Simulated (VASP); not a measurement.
A run of VASP 6.6.1 is set up as follows.

File INCAR:

```
PREC = Accurate
ENCUT = 520
EDIFF = 1E-6
ISMEAR = 0
SIGMA = 0.15
LREAL = False
LASPH = True
NELM = 60
ALGO = Fast
ISIF = 2
LWAVE = False
LCHARG = True
GGA = PE
LELF = True
LVHAR = True
NBANDS = 13
```

File KPOINTS:

```
regular mesh
0
Gamma
  20 20 20
```

The input POSCAR:

```
Mo
1.0
   -1.3721835463      1.8462493768      1.5222253816
    1.3721835463     -1.8462493768      1.5222253816
    1.3721835463      1.8462493768     -1.5222253816
Mo
1
Direct
    0.0000000000      0.0000000000      0.0000000000
```

Potentials or basis: VASP PAW PBE potentials, release 64 (Mo_sv).

The run is started by

```bash
$ cat potpaw_PBE.64/Mo_sv/POTCAR > POTCAR
$ mpirun -np 1 vasp_std > vasp.out
```

(1) Estimate the pressure.

(2) Estimate the band gap on the k mesh.

Answers

(1) 11.4 GPa.

(2) zero (band 7 reaches 16.61 eV, above the bottom of band 8 at 11.53 eV).

Caveat: the cell differs from its parent crystal (strain +e along x and -e along y -0.1500, strain +e along z and -e/2 along x and y -0.0367).
